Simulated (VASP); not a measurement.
Here is a VASP 6.6.1 calculation.

File INCAR:

```
  ALGO = Normal
  EDIFF = 1E-8
  ENCUT = 600
  GGA_COMPAT = False
  IBRION = 8
  ISIF = 2
  ISMEAR = 0
  LASPH = True
  LCHARG = False
  LREAL = False
  LWAVE = False
  NBANDS = 11
  NELM = 120
  NSW = 1
  PREC = Accurate
  SIGMA = 0.01
```

KPOINTS

```
k-points
0
Gamma
  3 3 3
```

Contents of POSCAR:

```
MgO
1.0
    0.0000000000      2.1085000000      2.1085000000
    2.1085000000      0.0000000000      2.1085000000
    2.1085000000      2.1085000000      0.0000000000
Mg O
1 1
Direct
    0.0000000000      0.0000000000      0.0000000000
    0.5000000000      0.5000000000      0.5000000000
```

Potentials or basis: VASP PAW LDA potentials, release 64 (Mg, O).

Launch:

```sh
$ cat potpaw_LDA.64/Mg/POTCAR potpaw_LDA.64/O/POTCAR > POTCAR
$ mpirun -np 1 vasp_std > vasp.out
```

(1) Predict the highest phonon frequency at Γ, LO-TO splitting left out.

Results:

(1) 369 cm⁻¹.

Caveat: the k points lie up to 0.86 Å⁻¹ apart; the cell wasn't relaxed at this level first, which shifts response properties.
